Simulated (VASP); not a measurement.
**CsHf2Os: relaxation of cell and atoms with PBE**

The system is CsHf2Os.

```
CELL_PARAMETERS angstrom
3.61812 0.00000 0.00000
-1.80906 3.13338 0.00000
0.00000 0.00000 16.19298
ATOMIC_POSITIONS crystal
Cs 0.33333 0.66667 0.75000
Cs 0.66667 0.33333 0.25000
Hf 0.33333 0.66667 0.41400
Hf 0.66667 0.33333 0.91400
Hf 0.66667 0.33333 0.58600
Hf 0.33333 0.66667 0.08600
Os 0.00000 0.00000 0.50000
Os 0.00000 0.00000 0.00000
```

* Program: VASP 6.6.1
* Task: relaxation of cell and atoms
* Functional: PBE
* Potentials or basis: VASP PAW PBE potentials, release 64 (Cs_sv, Hf_pv, Os)
* Cutoff: 600 eV
* k mesh: 6 × 6 × 1
* Occupations: gaussian, width 0.1 eV
* Spin: no spin polarisation
* Dipole correction: no
* Further INCAR settings: ALGO = Normal; EDIFF = 1e-07; IBRION = 2; EDIFFG = -0.04; NSW = 90; ISIF = 3

| Property | Result |
| --- | --- |
| Relaxed volume | 33.88 Å³/atom |
| Relaxed cell | a = 4.141 Å, b = 4.141 Å, c = 18.249 Å, α = 90.00°, β = 90.00°, γ = 120.00° |
| Space group after relaxing (to 0.1 Å) | P6_3/mmc (No. 194) |
| Energy gained by relaxing | 522.3 meV/atom |
| Ionic steps | 21 |
| Pressure after relaxing | 0.1 GPa |
| Band gap on the k mesh | zero (bands 37 and 38 overlap by 0.33 eV) |

Step by step:
| step | energy change (eV) | largest force (eV/Å) | pressure (GPa) | volume (Å³) |
| --- | --- | --- | --- | --- |
| 1 | 0.0000 | 0.3635 | 19.70 | 183.58 |
| 2 | 0.2862 | 3.7559 | -10.49 | 269.22 |
| 3 | -1.8273 | 2.2385 | -0.29 | 219.28 |
| 4 | -1.8298 | 2.1807 | 0.14 | 218.10 |
| 5 | -2.5766 | 1.7689 | 0.12 | 227.40 |
| 6 | -3.8548 | 0.4879 | 1.41 | 254.15 |
| 7 | -1.6977 | 4.1452 | 7.86 | 313.14 |
| 8 | -3.9462 | 0.6953 | 3.80 | 265.02 |
| 9 | -4.0716 | 0.0837 | -1.38 | 295.19 |
| 10 | -4.1146 | 0.1639 | 0.19 | 284.44 |
| 11 | -4.1146 | 0.1539 | 0.13 | 284.84 |
| 12 | -4.1278 | 0.1032 | 0.04 | 283.36 |
| 13 | -4.1560 | 0.0447 | -0.18 | 278.90 |
| 14 | -4.1583 | 0.3311 | -0.51 | 269.86 |
| 15 | -4.1672 | 0.1737 | -0.33 | 274.52 |
| 16 | -4.1695 | 0.0616 | 0.70 | 268.97 |
| 17 | -4.1724 | 0.0403 | 0.25 | 271.35 |
| 18 | -4.1773 | 0.0457 | 0.08 | 271.27 |
| 19 | -4.1780 | 0.0486 | -0.03 | 271.21 |
| 20 | -4.1780 | 0.0481 | -0.02 | 271.22 |
| 21 | -4.1782 | 0.0010 | 0.12 | 271.04 |

Final structure:
```yaml
crystal:
  lattice:
    - [4.14123, 0.00000, 0.00000]
    - [-2.07061, 3.58641, 0.00000]
    - [0.00000, 0.00000, 18.24899]
  atoms:
    - { symbol: Cs, position: [0.33333, 0.66667, 0.75000] }
    - { symbol: Cs, position: [0.66667, 0.33333, 0.25000] }
    - { symbol: Hf, position: [0.33333, 0.66667, 0.44006] }
    - { symbol: Hf, position: [0.66667, 0.33333, 0.94006] }
    - { symbol: Hf, position: [0.66667, 0.33333, 0.55994] }
    - { symbol: Hf, position: [0.33333, 0.66667, 0.05994] }
    - { symbol: Os, position: [0.00000, 0.00000, 0.50000] }
    - { symbol: Os, position: [0.00000, 0.00000, 0.00000] }
```

Levels at points of the mesh, in eV from the Fermi level:
```csv
k point,band 35,band 36,band 37,band 38,band 39,band 40
"(0.00, 0.00, 0.00)",-1.26,-1.14,-0.07,-0.07,-0.05,-0.05
"(0.50, 0.00, 0.00)",-0.66,-0.37,-0.10,-0.08,-0.07,0.03
```

Wall time 47 min on 1 thread of Oxide Virtual Turin-like Processor, with other jobs on the host, peak memory 0.37 GiB.

Caveat: the k points lie up to 0.34 Å⁻¹ apart in the final cell; the volume moved by over 15 % at a fixed basis, so the end points are rough; spin-orbit coupling is left out, which moves the levels of the heavy elements.
